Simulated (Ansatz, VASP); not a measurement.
HfO2 in VASP and in Ansatz

```xyz
6
Lattice="4.8135 0.0000 0.0000 0.0000 4.8135 0.0000 0.0000 0.0000 3.2054" Properties=species:S:1:pos:R:3 pbc="T T T"
Hf    0.0000    0.0000    0.0000
Hf    2.4068    2.4068    1.6027
O     0.9384    3.8751    1.6027
O     1.4683    1.4683    0.0000
O     3.3452    3.3452    0.0000
O     3.8751    0.9384    1.6027
```

Alike in both runs: task single point; functional r2SCAN; k mesh 6 × 6 × 8; no spin polarisation.

|  | VASP | Ansatz |
| --- | --- | --- |
| version | VASP 6.6.1 | Ansatz 0.2.0 |
| potentials or method | VASP PAW PBE potentials, release 64 (Hf_pv, O) | plane waves, PAW |
| plane-wave cutoff (eV) | 520 | 500 |
| occupations | gaussian, width 0.01 eV | fixed |
| valence electrons in the cell | 44 | 76 |

|  | VASP | Ansatz | Ansatz less VASP |
| --- | --- | --- | --- |
| pressure (GPa) | 0.3 | 3.6 | +3.25 |
| traceless stress, the component that is largest in VASP (GPa) | -0.04 | 0.53 | +0.565 |
| rms of the force components (eV/Å) | 0.005 | 0.019 | +0.0143 |

VASP's potentials were made for PBE, not for r2SCAN. Atom by atom the forces differ by 0.025 eV/Å (rms over components). VASP's potentials hold 44 valence electrons a cell and Ansatz's 76, so a difference there can come from the potentials and not from the codes.

Spin-orbit coupling is off throughout.
